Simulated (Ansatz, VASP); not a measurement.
# Ge: VASP beside Ansatz

File INCAR:

```
ALGO     = Normal         # electronic algorithm
EDIFF    = 1E-7           # SCF threshold, eV
EDIFFG   = -0.04          # ionic threshold
ENCUT    = 600            # plane-wave cutoff, eV
GGA      = PE             # functional
IBRION   = 2              # ionic algorithm
ISIF     = 3              # what is computed and relaxed
ISMEAR   = 0              # smearing method
LASPH    = True           # aspherical terms in the spheres
LCHARG   = False          # write CHGCAR
LREAL    = False          # projectors in reciprocal space
LWAVE    = False          # write WAVECAR
NELM     = 100            # most SCF steps
NSW      = 90             # ionic steps
PREC     = Accurate       # precision mode
SIGMA    = 0.1            # smearing width, eV
```

File KPOINTS:

```
k-points
0
Gamma
  4 4 6
```

File POSCAR:

```
Ge
1.0
    3.4114171408     -3.6900548552      0.0000000000
    3.4114171408      3.6900548552      0.0000000000
    0.0000000000      0.0000000000      3.6310970733
Ge
4
Direct
    0.4523916459      0.1792009831      0.2500000000
    0.5476083541      0.8207990169      0.7500000000
    0.8207990169      0.5476083541      0.2500000000
    0.1792009831      0.4523916459      0.7500000000
```

Input for Ansatz:

```yaml
crystal:
  lattice:
    - [3.4114171408, -3.6900548552, 0.0]
    - [3.4114171408, 3.6900548552, 0.0]
    - [0.0, 0.0, 3.6310970733]
  atoms:
    - { symbol: Ge, position: [0.4523916459, 0.1792009831, 0.25] }
    - { symbol: Ge, position: [0.5476083541, 0.8207990169, 0.75] }
    - { symbol: Ge, position: [0.8207990169, 0.5476083541, 0.25] }
    - { symbol: Ge, position: [0.1792009831, 0.4523916459, 0.75] }
basis:
  ecutwfc: 420
kpoints:
  mp_grid: { grid: [4, 4, 6] }
hamiltonian:
  xc: pbe
scf:
  occupations: { method: gaussian, width: 0.1 }
  lower_state_search: "off"
output:
  forces: true
  stress: true
  eigenvalues: true
relax:
  adjacent_minimum: "off"
  f_tol: 0.04
  max_steps: 70
  cell: { stress_tol: 0.4 }
```

Alike in both runs: task relaxation of cell and atoms; functional PBE; k mesh 4 × 4 × 6; occupations gaussian, width 0.1 eV; no spin polarisation.

|  | VASP | Ansatz |
| --- | --- | --- |
| version | VASP 6.6.1 | Ansatz 0.2.0 |
| potentials or method | VASP PAW PBE potentials, release 64 (Ge_d), cutoff 600 eV | scalar-relativistic, plane waves, PAW |
| valence electrons in the cell | 56 | 56 |

Ansatz gave:

```
gap on the k mesh at the Fermi level, each at its own relaxed structure (eV) : none
relaxed volume (Å³/atom)                                                     : 22.98
relaxed cell length with the largest relative difference (Å)                 : 3.739
```

Question: Estimate VASP's values.

Answer: gap on the k mesh at the Fermi level, each at its own relaxed structure (eV): none; relaxed volume (Å³/atom): 22.94; relaxed cell length with the largest relative difference (Å): 3.735.

A gap of «none» marks a metal or a gap that the smearing closes.
